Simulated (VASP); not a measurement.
Write the native input for VASP 6.6.1 that does the following.

- Task: single point
- Functional: r2SCAN
- Potentials or basis: VASP PAW PBE potentials, release 64 (Rh_pv)
- Cutoff: 520 eV
- k mesh: 18 × 18 × 12
- Occupations: gaussian, width 0.15 eV
- Spin: no spin polarisation
- Dipole correction: no
- Further INCAR settings: ALGO = Normal; EDIFF = 1e-06; NBANDS = 22

Crystal: Rh.

```
Rh
1.0
     2.64905    0.00000    0.00000
    -1.32452    2.29414    0.00000
     0.00000    0.00000    4.56134
Rh
2
Direct
  0.66667 0.33333 0.75000
  0.33333 0.66667 0.25000
```

This cell differs from its parent crystal: strain -0.030 along x and y, +0.030 along z.

These files were run (other wordings do the same):

POSCAR

```
Rh
1.0
    2.6490496710      0.0000000000      0.0000000000
   -1.3245248355      2.2941443109      0.0000000000
    0.0000000000      0.0000000000      4.5613436700
Rh
2
Direct
    0.6666666667      0.3333333333      0.7500000000
    0.3333333333      0.6666666667      0.2500000000
```

INCAR.step1

```
PREC     = Accurate       # precision mode
ENCUT    = 520            # plane-wave cutoff, eV
ISMEAR   = 0              # smearing method
SIGMA    = 0.15           # smearing width, eV
LREAL    = False          # projectors in reciprocal space
LASPH    = True           # aspherical terms in the spheres
NELM     = 100            # most SCF steps
NBANDS   = 22             # bands
GGA      = PE             # functional
ALGO     = Normal         # electronic algorithm
EDIFF    = 1E-4           # SCF threshold, eV
LWAVE    = True           # write WAVECAR
LCHARG   = False          # write CHGCAR
```

INCAR.step2

```
PREC     = Accurate       # precision mode
ENCUT    = 520            # plane-wave cutoff, eV
EDIFF    = 1E-6           # SCF threshold, eV
ISMEAR   = 0              # smearing method
SIGMA    = 0.15           # smearing width, eV
LREAL    = False          # projectors in reciprocal space
LASPH    = True           # aspherical terms in the spheres
NELM     = 100            # most SCF steps
ALGO     = Normal         # electronic algorithm
ISIF     = 2              # what is computed and relaxed
LWAVE    = False          # write WAVECAR
LCHARG   = False          # write CHGCAR
METAGGA  = R2SCAN         # meta-GGA
LMIXTAU  = True         
NBANDS   = 22             # bands
ISTART   = 1
```

KPOINTS

```
regular mesh
0
Gamma
  18 18 12
```

Potentials or basis: VASP PAW PBE potentials, release 64 (Rh_pv).

Command:

```bash
$ cat potpaw_PBE.64/Rh_pv/POTCAR > POTCAR
$ cp INCAR.step1 INCAR
$ mpirun -np 1 vasp_std > vasp.out
$ cp INCAR.step2 INCAR
$ mpirun -np 1 vasp_std > vasp.out
```

Results of the run:

```yaml
Pressure: 0.4 GPa
Band_gap_on_the_k_mesh: zero (bands 15 and 16 overlap by 2.69 eV)
```

Caveat: the cell differs from its parent crystal (strain -0.030 along x and y, +0.030 along z); the stress differs along the axes, from -11 to 6 GPa; the PAW data sets were made with another functional, which shifts forces and pressure a little.

It took 3.5 min on 1 thread of Intel(R) Xeon(R) 6975P-C (Granite Rapids), with other jobs on the host, peak memory 0.24 GiB.
